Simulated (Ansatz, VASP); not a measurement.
# Be3S5 in VASP and in Ansatz

INCAR

```
SYSTEM = Be3S5
ALGO = Normal ; EDIFF = 1E-6
ENCUT = 520 ; GGA = PE
ISIF = 2 ; ISMEAR = 0
LASPH = .True. ; LCHARG = .False.
LREAL = .False. ; LWAVE = .False.
NBANDS = 28 ; NELM = 100
PREC = Accurate ; SIGMA = 0.02
```

The input KPOINTS:

```
k-points
0
Gamma
  8 8 4
  0 0 0
```

Contents of POSCAR:

```
Be3S5
1.0
    3.5371655616      0.0042781240     -0.0006976258
    0.0972417275      3.5477274232      0.0056256527
    1.7669314335      1.5158586047     10.6614982714
Be S
3 5
Direct
    0.3494006055      0.3061802026      0.3846404771
    0.7099947236      0.7228435832      0.6142658175
    0.9438789961      0.0646973133      0.9999670062
    0.8173648719      0.5117368142      0.1034640629
    0.8951646241      0.2507417688      0.2832248310
    0.2686102046      0.7534474873      0.4991891984
    0.5081132192      0.9703734303      0.9001438953
    0.7574727547      0.1699794004      0.7151047116
```

Input for Ansatz:

```yaml
crystal:
  lattice:
    - [3.5371655616, 0.004278124, -0.0006976258]
    - [0.0972417275, 3.5477274232, 0.0056256527]
    - [1.7669314335, 1.5158586047, 10.6614982714]
  atoms:
    - { symbol: Be, position: [0.3494006055, 0.3061802026, 0.3846404771] }
    - { symbol: Be, position: [0.7099947236, 0.7228435832, 0.6142658175] }
    - { symbol: Be, position: [0.9438789961, 0.0646973133, 0.9999670062] }
    - { symbol: S, position: [0.8173648719, 0.5117368142, 0.1034640629] }
    - { symbol: S, position: [0.8951646241, 0.2507417688, 0.283224831] }
    - { symbol: S, position: [0.2686102046, 0.7534474873, 0.4991891984] }
    - { symbol: S, position: [0.5081132192, 0.9703734303, 0.9001438953] }
    - { symbol: S, position: [0.7574727547, 0.1699794004, 0.7151047116] }
basis:
  ecutwfc: 420
kpoints:
  mp_grid: { grid: [8, 8, 4] }
  band_path:
    path:
      - [[0.0, 0.0, 0.0], [0.0, -0.5, 0.0]]
      - [[-0.5, 0.0, 0.0], [0.0, 0.0, 0.0], [0.0, 0.0, -0.5]]
      - [[-0.5, -0.5, -0.5], [0.0, 0.0, 0.0], [-0.5, 0.0, -0.5]]
      - [[0.0, -0.5, -0.5], [0.0, 0.0, 0.0], [-0.5, -0.5, 0.0]]
    npoints: 14
hamiltonian:
  xc: pbe
scf:
  occupations: { method: gaussian, width: 0.02 }
  n_extra_bands: 20
output:
  forces: true
  stress: true
  eigenvalues: true
  populations: true
  dos: { projected: true, de: 0.02, nscf_kmesh: { grid: [12, 12, 6] } }
  bader: true
  write_density: true
  write_potential: true
  elf: true
  volumetric_format: npy
```

Alike in both runs: task single point; functional PBE; k mesh 8 × 8 × 4; occupations gaussian, width 0.02 eV; no spin polarisation.

|  | VASP | Ansatz |
| --- | --- | --- |
| version | VASP 6.6.1 | Ansatz 0.2.0 |
| potentials or method | VASP PAW PBE potentials, release 64 (Be, S), cutoff 520 eV | scalar-relativistic, plane waves, PAW |
| valence electrons in the cell | 36 | 36 |

```tsv
	VASP	Ansatz	Ansatz less VASP
gap on the k mesh at the Fermi level (eV)	1.18	1.15	-0.027
least direct gap on the mesh (eV)	1.73	1.70	-0.022
pressure (GPa)	-0.2	0.0	+0.15
traceless stress, the component that is largest in VASP (GPa)	-0.23	0.01	+0.239
rms of the force components (eV/Å)	0.040	0.002	-0.0385
```

Atom by atom the forces differ by 0.041 eV/Å (rms over components).
